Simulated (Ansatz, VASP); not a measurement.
# One calculation of Al8H, two programs

```
CELL_PARAMETERS angstrom
5.71430 0.00000 0.00000
0.00000 8.08124 0.00000
0.00000 0.00000 22.24380
ATOMIC_POSITIONS crystal
Al 0.25000 0.25000 0.17983
Al 0.25000 0.75000 0.17983
Al 0.75000 0.25000 0.17983
Al 0.75000 0.75000 0.17983
Al 0.00000 0.00000 0.24405
Al 0.00000 0.50000 0.24405
Al 0.50000 0.00000 0.24405
Al 0.50000 0.50000 0.24405
Al 0.25000 0.25000 0.31027
Al 0.25000 0.75000 0.31027
Al 0.75000 0.25000 0.31027
Al 0.75000 0.75000 0.31027
Al 0.00000 0.00000 0.37061
Al 0.00000 0.50000 0.37061
Al 0.50000 0.00000 0.37061
Al 0.50000 0.50000 0.37061
H 0.75000 0.95978 0.39084
H 0.75000 0.04022 0.39084
```

Alike in both runs: task single point; functional PBE; k mesh 5 × 4 × 1; occupations gaussian, width 0.1 eV; no spin polarisation.

```csv
,VASP,Ansatz
version,VASP 6.6.1,Ansatz 0.2.0
potentials or method,"VASP PAW PBE potentials, release 64 (Al, H), cutoff 520 eV","scalar-relativistic, plane waves, PAW"
valence electrons in the cell,50,50
```

```tsv
	VASP	Ansatz	Ansatz less VASP
gap on the k mesh at the Fermi level (eV)	none	none	-
rms of the force components (eV/Å)	2.224	2.215	-0.0086
```

Atom by atom the forces differ by 0.014 eV/Å (rms over components). A gap of «none» marks a metal or a gap that the smearing closes. The functional is the same, so the differences come from potentials, cutoffs and numerics.
